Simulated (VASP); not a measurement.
# ScB4 (P-43m) in VASP: a series of runs

ScB4 is run at these levels: PBE; tasks: single point, relaxation of cell and atoms.

Program: VASP 6.6.1. These are calculated values, not measurements. Logs are shortened: lines on timing, memory, paths and dates and some standing lists are left out, and cuts for length are marked.

## (1) The cell of the first run

The structure is cubic, space group P-43m (No. 215). The conventional cell has a = 3.919 Å, b = 3.919 Å, c = 3.919 Å, α = 90.00°, β = 90.00°, γ = 90.00°. Within 3.3 Å of Sc (site symmetry -43m) lie 16 B at 2.34 to 3.20 Å. Within 2.4 Å of B (site symmetry 3m) lie 3 B at 1.72 Å and 1 Sc at 2.34 Å.

The cell was built from a structure type or drawn by symmetry, and may not be a known phase.

## (2) Single point, PBE

Input file INCAR:

```
SYSTEM = ScB4
PREC     = Accurate       ! precision mode
ENCUT    = 520            ! plane-wave cutoff, eV
EDIFF    = 1E-7           ! SCF threshold, eV
ISMEAR   = 0              ! smearing method
SIGMA    = 0.1            ! smearing width, eV
LREAL    = .False.        ! projectors in reciprocal space
LASPH    = .True.         ! aspherical terms in the spheres
NELM     = 100            ! most SCF steps
ALGO     = Fast           ! electronic algorithm
ISIF     = 2              ! what is computed and relaxed
LWAVE    = .False.        ! write WAVECAR
LCHARG   = .True.         ! write CHGCAR
GGA      = PE             ! functional
LELF     = .True.         ! ELF
LVHAR    = .True.       
NBANDS   = 20             ! bands
```

Input file KPOINTS:

```
Automatic mesh
0
Gamma
  10 10 10
  0 0 0
```

Input file POSCAR:

```
ScB4
1.0
    3.9187118832      0.0000000000      0.0000000000
    0.0000000000      3.9187118832      0.0000000000
    0.0000000000      0.0000000000      3.9187118832
Sc B
1 4
Direct
    0.0000000000      0.0000000000      0.0000000000
    0.3448636449      0.3448636449      0.3448636449
    0.6551363551      0.6551363551      0.3448636449
    0.3448636449      0.6551363551      0.6551363551
    0.6551363551      0.3448636449      0.6551363551
```

Potentials or basis: VASP PAW PBE potentials, release 64 (Sc_sv, B).

Launch:

```console
> cat potpaw_PBE.64/Sc_sv/POTCAR potpaw_PBE.64/B/POTCAR > POTCAR
> mpirun -np 1 vasp_std > vasp.out
```

OUTCAR:

```text
SYSTEM = ScB4
   PREC = Accurate
   ENCUT = 520
   EDIFF = 1E-7
   ISMEAR = 0
   LREAL = .False.
   LASPH = .True.
   NELM = 100
   ISIF = 2
   GGA = PE

 ion  position               nearest neighbor table
   1  0.000  0.000  0.000-   2 2.34   3 2.34   4 2.34   5 2.34
   2  0.345  0.345  0.345-   3 1.72   4 1.72   5 1.72   1 2.34
   3  0.655  0.655  0.345-   2 1.72   4 1.72   5 1.72   1 2.34
   4  0.345  0.655  0.655-   2 1.72   3 1.72   5 1.72   1 2.34
   5  0.655  0.345  0.655-   2 1.72   3 1.72   4 1.72   1 2.34

  LATTYP: Found a simple cubic cell.
 ALAT       =     3.9187118832

  Lattice vectors:

 A1 = (   3.9187118832,   0.0000000000,   0.0000000000)
 A2 = (   0.0000000000,   3.9187118832,   0.0000000000)
 A3 = (   0.0000000000,   0.0000000000,   3.9187118832)

Analysis of symmetry for initial positions (statically):
=====================================================================
 Subroutine PRICEL returns:
 Original cell was already a primitive cell.

 Routine SETGRP: Setting up the symmetry group for a
 simple cubic supercell.

 Subroutine GETGRP returns: Found 24 space group operations
 (whereof 24 operations were pure point group operations)
 out of a pool of 48 trial point group operations.

The static configuration has the point symmetry T_d .

Analysis of symmetry for dynamics (positions and initial velocities):
=====================================================================
 Subroutine PRICEL returns:
 Original cell was already a primitive cell.

 Routine SETGRP: Setting up the symmetry group for a
 simple cubic supercell.

 Subroutine GETGRP returns: Found 24 space group operations
 (whereof 24 operations were pure point group operations)
 out of a pool of 48 trial point group operations.

The dynamic configuration has the point symmetry T_d .

 Subroutine INISYM returns: Found 24 space group operations
 (whereof 24 operations are pure point group operations),
 and found     1 'primitive' translations

----------------------------------------------------------------------------------------

                                     Primitive cell

  volume of cell :      60.1769

  direct lattice vectors                    reciprocal lattice vectors
     3.918711883  0.000000000  0.000000000     0.255185895  0.000000000  0.000000000
     0.000000000  3.918711883  0.000000000     0.000000000  0.255185895  0.000000000
     0.000000000  0.000000000  3.918711883     0.000000000  0.000000000  0.255185895

  length of vectors
     3.918711883  3.918711883  3.918711883     0.255185895  0.255185895  0.255185895

  position of ions in fractional coordinates (direct lattice)
     0.000000000  0.000000000  0.000000000
     0.344863645  0.344863645  0.344863645
     0.655136355  0.655136355  0.344863645
     0.344863645  0.655136355  0.655136355
     0.655136355  0.344863645  0.655136355

  ion indices of the primitive-cell ions
   primitive index   ion index
                 1           1
                 2           2
                 3           3
                 4           4
                 5           5

----------------------------------------------------------------------------------------

 KPOINTS: Automatic mesh

Automatic generation of k-mesh.
 Grid dimensions read from file:
 generate k-points for:   10   10   10

 Generating k-lattice:

  Cartesian coordinates                     Fractional coordinates (reciprocal lattice)
     0.025518590  0.000000000  0.000000000     0.100000000  0.000000000  0.000000000
     0.000000000  0.025518590  0.000000000     0.000000000  0.100000000  0.000000000
     0.000000000  0.000000000  0.025518590     0.000000000  0.000000000  0.100000000

  Length of vectors
     0.025518590  0.025518590  0.025518590

  Shift w.r.t. Gamma in fractional coordinates (k-lattice)
     0.000000000  0.000000000  0.000000000

 Subroutine IBZKPT returns following result:
 ===========================================

 Found     56 irreducible k-points:

 Following reciprocal coordinates:
            Coordinates               Weight
  0.000000  0.000000  0.000000      1.000000
  0.100000  0.000000  0.000000      6.000000
  0.200000  0.000000  0.000000      6.000000
  0.300000  0.000000  0.000000      6.000000
  0.400000  0.000000  0.000000      6.000000
  0.500000  0.000000  0.000000      3.000000
[... 16 lines left out ...]
  0.200000  0.100000  0.100000     24.000000
  0.300000  0.100000  0.100000     24.000000
 [... further k-points ...]
   k-points           NKPTS =     56   k-points in BZ     NKDIM =     56   number of bands    NBANDS=     20
   number of dos      NEDOS =    301   number of ions     NIONS =      5
   total plane-waves  NPLWV =  27000
   dimension x,y,z NGX =    30 NGY =   30 NGZ =   30
   dimension x,y,z NGXF=    60 NGYF=   60 NGZF=   60
   ions per type =               1   4
   NGX,Y,Z   is equivalent  to a cutoff of  12.73, 12.73, 12.73 a.u.
   NGXF,Y,Z  is equivalent  to a cutoff of  25.45, 25.45, 25.45 a.u.
 SYSTEM =  ScB4
   PREC   = accura    normal or accurate (medium, high low for compatibility)
   ISTART =      0    job   : 0-new  1-cont  2-samecut
   ICHARG =      2    charge: 1-file 2-atom 10-const
   ISPIN  =      1    spin polarized calculation?
   LNONCOLLINEAR =      F non collinear calculations
   LSORBIT =      F    spin-orbit coupling
   LASPH  =      T    aspherical Exc in radial PAW
   ENCUT  =  520.0 eV  38.22 Ry    6.18 a.u.   7.29  7.29  7.29*2*pi/ulx,y,z
   NELM   =    100;   NELMIN=  2; NELMDL= -5     # of ELM steps
   EDIFF  = 0.1E-06   stopping-criterion for ELM
   LREAL  =      F    real-space projection
   EDIFFG = 0.1E-05   stopping-criterion for IOM
   NSW    =      0    number of steps for IOM
   IBRION =     -1    ionic relax: 0-MD 1-quasi-New 2-CG
   NFREE  =      0    steps in history (QN), initial steepest desc. (CG)
   ISIF   =      2    stress and relaxation
   ISYM   =      2    0-nonsym 1-usesym 2-fastsym
   POTIM  = 0.5000    time-step for ionic-motion
   TEBEG  =    0.0;   TEEND  =   0.0 temperature during run
   PSTRESS=    0.0 pullay stress
   NELECT =      23.0000    total number of electrons
   NUPDOWN=      -1.0000    fix difference up-down
   EMIN   =  10.00;   EMAX   =-10.00  energy-range for DOS
   EFERMI =   0.00;   METHOD = LEGACY
   ISMEAR =     0;   SIGMA  =   0.10  broadening in eV -4-tet -1-fermi 0-gaus
   EFERMI_NEDOS =   21; number of points for ismear=-14 and -15
   IALGO  =     68    algorithm
   IMIX   =      4    mixing-type and parameters
     AMIX     =   0.40;   BMIX     =  1.00
     AMIX_MAG =   1.60;   BMIX_MAG =  1.00
  volume/ion in A,a.u.               =      12.04        81.22
  Fermi-wavevector in a.u.,A,eV,Ry     =   1.188067  2.245120 19.204653  1.411502
  Thomas-Fermi vector in A             =   2.324204
   LORBIT       =      0    0 simple, 1 ext, 2 COOP (PROOUT), +10 PAW based schemes
   GGA     = PE    functional components
   LHFCALC =     F    Hartree Fock is set to
   AEXX    =    0.0000 exact exchange contribution
   IVDW    =     0    specifies the selected vdW correction
   LEPSILON=     F    determine dielectric tensor
   LRPA    =     F    only Hartree local field effects (RPA)
 non-spin polarized calculation
 RMM-DIIS sequential band-by-band and
 Gauss-broadening in eV      SIGMA  =   0.10
  energy-cutoff  :      520.00
  volume of cell :       60.18
 maximum number of plane-waves:      1647
 NGX is ok and might be reduce to    30
   NGX = 15   NGY = 15   NGZ = 15

 number of electron      22.9999996 magnetization

 Free energy of the ion-electron system (eV)
  ---------------------------------------------------
  ext. energy  EPLUGINS =         0.00000000
  ---------------------------------------------------
  free energy    TOTEN  =       -27.61514359 eV

  energy without entropy =      -27.59663962  energy(sigma->0) =      -27.60589161

 E-fermi :   3.4685     XC(G=0): -10.4715

 val. band max:        3.4673115840   @ k =   0.5000   0.1000   0.0000
 cond. band min:       3.4792808564   @ k =   0.2000   0.2000   0.0000
 fundamental gap:      0.0119692724
 Fermi energy:         3.4684715031

 k-point     1 :       0.0000    0.0000    0.0000
  band No.  band energies     occupation
      1     -45.1378      2.00000
      2     -23.7769      2.00000
      3     -23.7769      2.00000
      4     -23.7769      2.00000
      5      -9.7358      2.00000
      6      -1.5128      2.00000
[... 12 lines left out ...]
     19      10.0515      0.00000
     20      10.3900      0.00000

 k-point     2 :       0.1000    0.0000    0.0000
  band No.  band energies     occupation
      1     -45.1376      2.00000
      2     -23.7806      2.00000
      3     -23.7765      2.00000
      4     -23.7765      2.00000
      5      -9.6994      2.00000
      6      -1.7682      2.00000
[... 12 lines left out ...]
     19       8.2253      0.00000
     20      10.5396      0.00000

 k-point     3 :       0.2000    0.0000    0.0000
  band No.  band energies     occupation
      1     -45.1371      2.00000
      2     -23.7904      2.00000
      3     -23.7755      2.00000
      4     -23.7755      2.00000
      5      -9.5996      2.00000
      6      -2.4270      2.00000
[... 12 lines left out ...]
     19       8.0541      0.00000
     20      10.9684      0.00000

 k-point     4 :       0.3000    0.0000    0.0000
  band No.  band energies     occupation
      1     -45.1366      2.00000
      2     -23.8025      2.00000
      3     -23.7744      2.00000
      4     -23.7744      2.00000
      5      -9.4663      2.00000
      6      -3.1115      2.00000
[... 429 lines left out ...]
 k-point    23 :       0.2000    0.1000    0.1000
  band No.  band energies     occupation
      1     -45.1368      2.00000
      2     -23.7896      2.00000
      3     -23.7790      2.00000
      4     -23.7787      2.00000
      5      -9.5338      2.00000
      6      -2.3898      2.00000
[... 12 lines left out ...]
     19       8.2755      0.00000
     20      10.8753      0.00000

 k-point    24 :       0.3000    0.1000    0.1000
  band No.  band energies     occupation
      1     -45.1362      2.00000
      2     -23.8016      2.00000
      3     -23.7778      2.00000
      4     -23.7775      2.00000
      5      -9.4070      2.00000
      6      -3.0004      2.00000
[... 12 lines left out ...]
     19       8.3188      0.00000
     20      11.2857      0.00000

 [... further k-points ...]

------------------------ aborting loop because EDIFF is reached ----------------------------------------

  FORCE on cell =-STRESS in cart. coord.  units (eV):
  Direction    XX          YY          ZZ          XY          YZ          ZX
  --------------------------------------------------------------------------------------
  -------------------------------------------------------------------------------------
  Total        0.0339555      0.0339555      0.0339555     -0.0000000      0.0000000     -0.0000000
  in kB        0.9040464      0.9040464      0.9040464     -0.0000000      0.0000000     -0.0000000
  external PRESSURE =       0.9040464 kB  Pullay stress =       0.0000000 kB

 VOLUME and BASIS-vectors are now :
 -----------------------------------------------------------------------------
  energy-cutoff  :      520.00
  volume of cell :       60.18
      direct lattice vectors                 reciprocal lattice vectors
     3.918711883  0.000000000  0.000000000     0.255185895  0.000000000  0.000000000
     0.000000000  3.918711883  0.000000000     0.000000000  0.255185895  0.000000000
     0.000000000  0.000000000  3.918711883     0.000000000  0.000000000  0.255185895

 POSITION                                       TOTAL-FORCE (eV/Angst)
 -----------------------------------------------------------------------------------
      0.00000      0.00000      0.00000        -0.000000      0.000000      0.000000
      1.35142      1.35142      1.35142         0.002941      0.002941      0.002941
      2.56729      2.56729      1.35142        -0.002941     -0.002941      0.002941
      1.35142      2.56729      2.56729         0.002941     -0.002941     -0.002941
      2.56729      1.35142      2.56729        -0.002941      0.002941     -0.002941
 -----------------------------------------------------------------------------------
    total drift:                                0.000000      0.000000      0.000000

  FREE ENERGIE OF THE ION-ELECTRON SYSTEM (eV)
  ---------------------------------------------------
  free  energy   TOTEN  =       -27.6151435948 eV

  energy  without entropy=      -27.5966396154  energy(sigma->0) =      -27.60589161
```

Run time: 41 s. Hardware: 1 thread of Intel Xeon 6975P-C (Granite Rapids), shared host; peak memory 0.2 GiB.

Results:

```
Free energy            : -27.6151 eV
Pressure               : 0.1 GPa
Largest force          : 0.005 eV/Å
Band gap on the k mesh : zero (an odd number of electrons rules out a gap without spin polarisation)
```

Forces in eV/Å, atoms in the order of the input:
```
Sc   0.000  0.000  0.000
B    0.003  0.003  0.003
B   -0.003 -0.003  0.003
B    0.003 -0.003 -0.003
B   -0.003  0.003 -0.003
```

[end of part 1 of 2]
